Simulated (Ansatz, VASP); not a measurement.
**Sn in VASP and in Ansatz**

```
Sn
1.0
     5.41098    0.00000    0.00000
    -2.70549    4.68605    0.00000
     0.00000    0.00000    3.31693
Sn
3
Cartesian
  0.0000 0.0000 0.0000
  0.0000 3.1240 1.6585
  2.7055 1.5620 1.6585
```

Alike in both runs: task relaxation of cell and atoms; functional LDA; k mesh 7 × 7 × 10; occupations fermi-dirac, width 0.1 eV; no spin polarisation.

|  | VASP | Ansatz |
| --- | --- | --- |
| version | VASP 6.6.1 | Ansatz 0.2.0 |
| potentials or method | VASP PAW LDA potentials, release 64 (Sn_d), cutoff 600 eV | plane waves (420 eV) with PAW, scalar-relativistic |
| valence electrons in the cell | 42 | 42 |

|  | VASP | Ansatz | Ansatz less VASP |
| --- | --- | --- | --- |
| relaxed volume (Å³/atom) | 25.69 | 25.66 | -0.024 |
| relaxed length of the cell vector where the two differ most in proportion (Å) | 5.268 | 5.266 | -0.0021 |

Ansatz warns that its potentials were made for another functional, while VASP's fit it. LDA's correlation is that of Perdew and Zunger in VASP and of Perdew and Wang (1992) in Ansatz.
